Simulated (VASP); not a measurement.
The system is Li2TiO2.

```xyz
5
Lattice="3.0756 0.0000 0.0000 0.0000 3.0756 0.0000 0.0000 0.0000 5.8576" Properties=species:S:1:pos:R:3 pbc="T T T"
Li    0.0000    0.0000    3.9396
Li    0.0000    0.0000    1.9181
Ti    0.0000    0.0000    0.0000
O     1.5378    1.5378    0.0000
O     1.5378    1.5378    2.9288
```

The cell was built from a structure type or drawn by symmetry, and may not be a known phase.

```yaml
Program: VASP 6.6.1
Task: relaxation of cell and atoms
Functional: PBE
Potentials_or_basis: VASP PAW PBE potentials, release 64 (Li_sv, Ti_sv, O)
Cutoff: 600 eV
k_mesh: 6 × 6 × 4
Occupations: gaussian, width 0.1 eV
Spin: collinear spin
Starting_moments: "[0.0, 0.0, 1.0, 0.0, 0.0] μB"
```

At the start: pressure -2.5 GPa; volume 11.08 Å³/atom.

How do energy, volume and symmetry change on relaxing?

Over 11 steps the energy falls by 896.1 meV/atom and the volume is 12.10 Å³/atom (+9.2 %); space group P4/mmm (No. 123, to 0.1 Å) before and after; moment 0.68 μB per cell.

Step by step:
```
step  energy change (eV)  largest force (eV/Å)  pressure (GPa)  volume (Å³)
   1              0.0000                4.6164           -2.51        55.41
   2             -4.0662                0.7613            9.68        52.65
   3             -4.1096                0.3745           14.76        51.98
   4             -4.4353                0.1919           -1.15        59.63
   5             -4.4353                0.1894           -1.12        59.62
   6             -4.4742                0.1875           -0.47        60.27
   7             -4.4766                0.1902           -0.32        60.45
   8             -4.4767                0.1898           -0.32        60.47
   9             -4.4800                0.0975            0.06        60.27
  10             -4.4804                0.0315            0.52        60.13
  11             -4.4806                0.0283           -0.18        60.49
```

Final structure:
```xyz
5
Lattice="2.7908 0.0000 0.0000 0.0000 2.7908 0.0000 0.0000 0.0000 7.7666" Properties=species:S:1:pos:R:3 pbc="T T T"
Li    0.0000    0.0000    4.8007
Li    0.0000    0.0000    2.9659
Ti    0.0000    0.0000    7.7666
O     1.3954    1.3954    7.7666
O     1.3954    1.3954    3.8833
```

Caveat: the cutoff is under 1.25 times the usual one of these potentials, so pressure, stress and relaxed cells hold a basis-set (Pulay) error; a cell axis changed by over 15 % at a fixed basis, so the end point is rough.
